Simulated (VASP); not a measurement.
CsH, 2 atoms in the cell. The structure is cubic, space group Fm-3m (No. 225). Conventional cell: a = 6.429 Å, b = 6.429 Å, c = 6.429 Å, α = 90.00°, β = 90.00°, γ = 90.00°. Cs (site symmetry m-3m) has 6 H at 3.21 Å within 4.2 Å. Within 4.2 Å of H (site symmetry m-3m) lie 6 Cs at 3.21 Å. 

| Item | Value |
| --- | --- |
| Program | VASP 6.6.1 |
| Task | relaxation of cell and atoms |
| Functional | r2SCAN |
| Potentials or basis | VASP PAW PBE potentials, release 64 (Cs_sv, H) |
| Cutoff | 600 eV |
| k mesh | 6 × 6 × 6 |
| Occupations | fermi-dirac, width 0.02 eV |
| Spin | no spin polarisation |
| Dipole correction | no |
| Further INCAR settings | ALGO = Normal; EDIFF = 1e-06; IBRION = 2; EDIFFG = -0.005; NSW = 80; ISIF = 3 |

Potentials or basis: VASP PAW PBE potentials, release 64 (Cs_sv, H).

Run with:

```console
$ cat potpaw_PBE.64/Cs_sv/POTCAR potpaw_PBE.64/H/POTCAR > POTCAR
$ cp INCAR.step1 INCAR
$ mpirun -np 1 vasp_std > vasp.out
$ cp INCAR.step2 INCAR
$ mpirun -np 1 vasp_std > vasp.out
```

Hardware: 1 thread of AMD EPYC 7R13 Processor (Zen 3), on a shared host.

Problem. How long does it take, and how much memory?

Solution. Run time: 3 min on 1 thread of AMD EPYC 7R13 Processor (Zen 3), with other jobs on the host, peak memory 0.2 GiB. Counts: k points 16, ion steps 5.
